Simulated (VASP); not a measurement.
The system is CdS (Hawleyite).

```
CELL_PARAMETERS angstrom
0.00000 2.89693 2.89693
2.89693 0.00000 2.89693
2.89693 2.89693 0.00000
ATOMIC_POSITIONS crystal
Cd 0.00000 0.00000 0.00000
S 0.75000 0.75000 0.75000
```

Base run:

| Quantity | Value |
| --- | --- |
| Program | VASP 6.6.1 |
| Functional | r2SCAN |
| Potentials or basis | VASP PAW PBE potentials, release 64 (Cd, S) |
| Cutoff | 520 eV |
| k mesh | 8 × 8 × 8 |
| Occupations | fermi-dirac, width 0.05 eV |
| Spin | no spin polarisation |

Its results: band gap on the k mesh 1.64 eV, direct; pressure 3.3 GPa.

Task: After a change of settings the same cell gave: band gap on the k mesh 1.33 eV, direct; pressure 1.7 GPa. Which change was it?
A. functional from r2SCAN to PBEsol
B. dispersion from none to rVV10
C. functional from r2SCAN to LDA; potentials or basis from VASP PAW PBE potentials, release 64 (Cd, S) to VASP PAW LDA potentials, release 64 (Cd, S)
D. functional from r2SCAN to revPBE; dispersion from none to D3(BJ)

Result: D.

Caveats: the PAW data sets were made with another functional, which shifts forces and pressure a little.
